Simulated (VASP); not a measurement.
## Si (a cell with a defect): relaxation of the atoms with LDA

The system is Si (a cell with a defect).

```
CELL_PARAMETERS angstrom
10.86000 0.00000 0.00000
0.00000 10.86000 0.00000
0.00000 0.00000 10.86000
ATOMIC_POSITIONS crystal
Si 0.37500 0.12500 0.87500
Si 0.62500 0.12500 0.12500
Si 0.75000 0.25000 0.00000
Si 0.87500 0.37500 0.12500
Si 0.75000 0.00000 0.25000
Si 0.87500 0.12500 0.37500
Si 0.00000 0.00000 0.00000
Si 0.12500 0.12500 0.12500
Si 0.25000 0.25000 0.00000
Si 0.37500 0.37500 0.12500
Si 0.50000 0.50000 0.00000
Si 0.62500 0.62500 0.12500
Si 0.75000 0.75000 0.00000
Si 0.87500 0.87500 0.12500
Si 0.25000 0.00000 0.25000
Si 0.37500 0.12500 0.37500
Si 0.50000 0.25000 0.25000
Si 0.62500 0.37500 0.37500
Si 0.75000 0.50000 0.25000
Si 0.87500 0.62500 0.37500
Si 0.50000 0.00000 0.50000
Si 0.62500 0.12500 0.62500
Si 0.75000 0.25000 0.50000
Si 0.87500 0.37500 0.62500
Si 0.75000 0.00000 0.75000
Si 0.87500 0.12500 0.87500
Si 0.00000 0.50000 0.00000
Si 0.12500 0.62500 0.12500
Si 0.25000 0.75000 0.00000
Si 0.37500 0.87500 0.12500
Si 0.00000 0.25000 0.25000
Si 0.12500 0.37500 0.37500
Si 0.25000 0.50000 0.25000
Si 0.37500 0.62500 0.37500
Si 0.50000 0.75000 0.25000
Si 0.62500 0.87500 0.37500
Si 0.00000 0.00000 0.50000
Si 0.12500 0.12500 0.62500
Si 0.25000 0.25000 0.50000
Si 0.37500 0.37500 0.62500
Si 0.50000 0.50000 0.50000
Si 0.62500 0.62500 0.62500
Si 0.75000 0.75000 0.50000
Si 0.87500 0.87500 0.62500
Si 0.25000 0.00000 0.75000
Si 0.50000 0.25000 0.75000
Si 0.62500 0.37500 0.87500
Si 0.75000 0.50000 0.75000
Si 0.87500 0.62500 0.87500
Si 0.00000 0.75000 0.25000
Si 0.12500 0.87500 0.37500
Si 0.00000 0.50000 0.50000
Si 0.12500 0.62500 0.62500
Si 0.25000 0.75000 0.50000
Si 0.37500 0.87500 0.62500
Si 0.00000 0.25000 0.75000
Si 0.12500 0.37500 0.87500
Si 0.25000 0.50000 0.75000
Si 0.37500 0.62500 0.87500
Si 0.50000 0.75000 0.75000
Si 0.62500 0.87500 0.87500
Si 0.00000 0.75000 0.75000
Si 0.12500 0.87500 0.87500
```

```
Program                : VASP 6.6.1
Task                   : relaxation of the atoms
Functional             : LDA
Potentials or basis    : VASP PAW LDA potentials, release 64 (Si)
Cutoff                 : 520 eV
k mesh                 : 1 × 1 × 1
Occupations            : gaussian, width 0.05 eV
Spin                   : no spin polarisation
Dipole correction      : no
Charge                 : -2
Further INCAR settings : LREAL = Auto; ALGO = Normal; EDIFF = 1e-06; IBRION = 2; EDIFFG = -0.03; NSW = 80; NELECT = 254.0
```

The energy gained by relaxing is 0.8 meV/atom. The ionic steps are 13 and the largest force after relaxing is 0.029 eV/Å.

Forces on the atoms (eV/Å):
```
Si   0.017 -0.017  0.017
Si  -0.017 -0.017 -0.017
Si   0.003  0.003  0.003
Si   0.002  0.002  0.013
Si   0.003  0.003  0.003
Si   0.002  0.013  0.002
Si   0.000  0.000  0.000
Si   0.005 -0.005 -0.005
Si  -0.003  0.003 -0.003
Si   0.005 -0.005 -0.005
Si   0.000  0.000  0.000
Si  -0.005  0.005 -0.005
Si   0.003 -0.003 -0.003
Si  -0.005  0.005 -0.005
Si  -0.003 -0.003  0.003
Si   0.005 -0.005 -0.005
Si   0.003  0.003  0.003
Si   0.013  0.002  0.002
Si   0.006  0.010  0.006
Si   0.005 -0.005  0.005
Si   0.000  0.000  0.000
Si  -0.005 -0.005  0.005
Si   0.006  0.006  0.010
Si   0.005  0.005 -0.005
Si   0.003 -0.003 -0.003
Si  -0.005 -0.005  0.005
Si   0.000  0.000  0.000
Si  -0.002 -0.002  0.013
Si  -0.003 -0.003  0.003
Si   0.017  0.017 -0.017
Si   0.010  0.006  0.006
Si  -0.005  0.005  0.005
Si  -0.006 -0.010  0.006
Si  -0.013 -0.002  0.002
Si  -0.003 -0.003  0.003
Si  -0.005  0.005 -0.005
Si   0.000  0.000  0.000
Si  -0.002  0.013 -0.002
Si  -0.006  0.006 -0.010
Si  -0.013  0.002 -0.002
Si   0.000  0.000  0.000
Si   0.013 -0.002 -0.002
Si   0.006 -0.006 -0.010
Si   0.002 -0.013 -0.002
Si  -0.003  0.003 -0.003
Si  -0.003  0.003 -0.003
Si  -0.005 -0.005  0.005
Si   0.006 -0.010 -0.006
Si   0.002 -0.002 -0.013
Si  -0.010 -0.006  0.006
Si  -0.002 -0.013  0.002
Si   0.000  0.000  0.000
Si  -0.005 -0.005 -0.005
Si  -0.006 -0.006  0.010
Si   0.005  0.005  0.005
Si  -0.010  0.006 -0.006
Si  -0.002  0.002 -0.013
Si  -0.006  0.010 -0.006
Si   0.005  0.005  0.005
Si   0.003 -0.003 -0.003
Si  -0.017  0.017  0.017
Si   0.010 -0.006 -0.006
Si   0.005  0.005  0.005
```

Step by step:
| step | energy change (eV) | largest force (eV/Å) | pressure (GPa) |
| --- | --- | --- | --- |
| 1 | 0.0000 | 0.2362 | 1.05 |
| 2 | -0.0352 | 0.0699 | 0.97 |
| 3 | -0.0369 | 0.0647 | 0.95 |
| 4 | -0.0409 | 0.0473 | 0.95 |
| 5 | -0.0422 | 0.0496 | 0.94 |
| 6 | -0.0422 | 0.0503 | 0.94 |
| 7 | -0.0443 | 0.0503 | 0.93 |
| 8 | -0.0457 | 0.0460 | 0.92 |
| 9 | -0.0459 | 0.0439 | 0.91 |
| 10 | -0.0475 | 0.0431 | 0.90 |
| 11 | -0.0481 | 0.0409 | 0.89 |
| 12 | -0.0481 | 0.0402 | 0.89 |
| 13 | -0.0491 | 0.0293 | 0.87 |

Final structure:
```
Si
1.0
    10.86000    0.00000    0.00000
     0.00000   10.86000    0.00000
     0.00000    0.00000   10.86000
Si
63
Direct
  0.37715 0.12285 0.87715
  0.62285 0.12285 0.12285
  0.74853 0.24853 0.99863
  0.87460 0.37460 0.12452
  0.74853 0.99863 0.24853
  0.87460 0.12452 0.37460
  0.00000 0.00000 0.00000
  0.12445 0.12450 0.12450
  0.25147 0.24853 0.00137
  0.37550 0.37555 0.12450
  0.50000 0.50000 0.00000
  0.62450 0.62445 0.12450
  0.74853 0.75147 0.00137
  0.87555 0.87550 0.12450
  0.25147 0.00137 0.24853
  0.37550 0.12450 0.37555
  0.49863 0.24853 0.24853
  0.62452 0.37460 0.37460
  0.74973 0.49941 0.24973
  0.87533 0.62467 0.37533
  0.50000 0.00000 0.50000
  0.62450 0.12450 0.62445
  0.74973 0.24973 0.49941
  0.87533 0.37533 0.62467
  0.74853 0.00137 0.75147
  0.87555 0.12450 0.87550
  0.00000 0.50000 0.00000
  0.12540 0.62540 0.12452
  0.25147 0.75147 0.99863
  0.37715 0.87715 0.12285
  0.99941 0.24973 0.24973
  0.12467 0.37533 0.37533
  0.25027 0.50059 0.24973
  0.37548 0.62540 0.37460
  0.50137 0.75147 0.24853
  0.62450 0.87550 0.37555
  0.00000 0.00000 0.50000
  0.12540 0.12452 0.62540
  0.25027 0.24973 0.50059
  0.37548 0.37460 0.62540
  0.50000 0.50000 0.50000
  0.62452 0.62540 0.62540
  0.74973 0.75027 0.50059
  0.87460 0.87548 0.62540
  0.25147 0.99863 0.75147
  0.50137 0.24853 0.75147
  0.62450 0.37555 0.87550
  0.74973 0.50059 0.75027
  0.87460 0.62540 0.87548
  0.00059 0.75027 0.24973
  0.12540 0.87548 0.37460
  0.00000 0.50000 0.50000
  0.12467 0.62467 0.62467
  0.25027 0.75027 0.49941
  0.37550 0.87550 0.62445
  0.00059 0.24973 0.75027
  0.12540 0.37460 0.87548
  0.25027 0.49941 0.75027
  0.37550 0.62445 0.87550
  0.49863 0.75147 0.75147
  0.62285 0.87715 0.87715
  0.99941 0.75027 0.75027
  0.12445 0.87550 0.87550
```

Levels at points of the mesh, in eV from the Fermi level:
| k point | band 125 | band 126 | band 127 | band 128 | band 129 | band 130 | band 131 | band 132 |
| --- | --- | --- | --- | --- | --- | --- | --- | --- |
| (0.00, 0.00, 0.00) | -0.86 | -0.01 | -0.01 | -0.01 | 0.05 | 0.05 | 0.11 | 0.14 |

Wall time 4.8 min on 4 MPI ranks on Oxide Virtual Turin-like Processor (shared host), peak memory 0.28 GiB a rank.

Caveat: the k points lie up to 0.58 Å⁻¹ apart; the cell carries a net charge on a neutralising background, which shifts energy and pressure; the cell is charged against a uniform background, so pressure and absolute levels hang on convention.
